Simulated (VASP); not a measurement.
Zr2Br:

```xyz
3
Lattice="-2.5309 2.5309 2.6092 2.5309 -2.5309 2.6092 2.5309 2.5309 -2.6092" Properties=species:S:1:pos:R:3 pbc="T T T"
Zr    0.0000    2.5309    1.3046
Zr    2.5309    0.0000    1.3046
Br    0.0000    0.0000    2.6092
```

- Program: VASP 6.6.1
- Task: relaxation of cell and atoms
- Functional: PBE
- Potentials or basis: VASP PAW PBE potentials, release 64 (Zr_sv, Br)
- Cutoff: 600 eV
- k mesh: 6 × 6 × 6
- Occupations: gaussian, width 0.1 eV
- Spin: no spin polarisation

At the start: pressure 7.4 GPa; volume 22.28 Å³/atom.

Task: Where does the relaxation end?

Result: Over 7 steps the energy falls by 295.4 meV/atom and the volume is 22.92 Å³/atom (+2.8 %); space group Fm-3m (No. 225, to 0.05 Å).

The path:
```csv
step,energy change (eV),largest force (eV/Å),pressure (GPa),volume (Å³)
1,0.0000,0.0000,7.43,66.85
2,-0.5225,0.0000,-5.77,76.84
3,-0.5241,0.0000,-4.96,75.82
4,-0.8289,0.0000,-1.58,70.33
5,-0.8720,0.0000,0.89,67.97
6,-0.8732,0.0000,1.59,67.36
7,-0.8861,0.0000,-0.17,68.75
```

Final structure:
```yaml
crystal:
  lattice:
    - [-2.30113, 2.30113, 3.24604]
    - [2.30113, -2.30113, 3.24604]
    - [2.30113, 2.30113, -3.24604]
  atoms:
    - { symbol: Zr, position: [0.75000, 0.25000, 0.50000] }
    - { symbol: Zr, position: [0.25000, 0.75000, 0.50000] }
    - { symbol: Br, position: [0.50000, 0.50000, 0.00000] }
```

Caveat: an odd number of electrons without spin polarisation forces a metal; a magnetic or distorted state may lie lower.
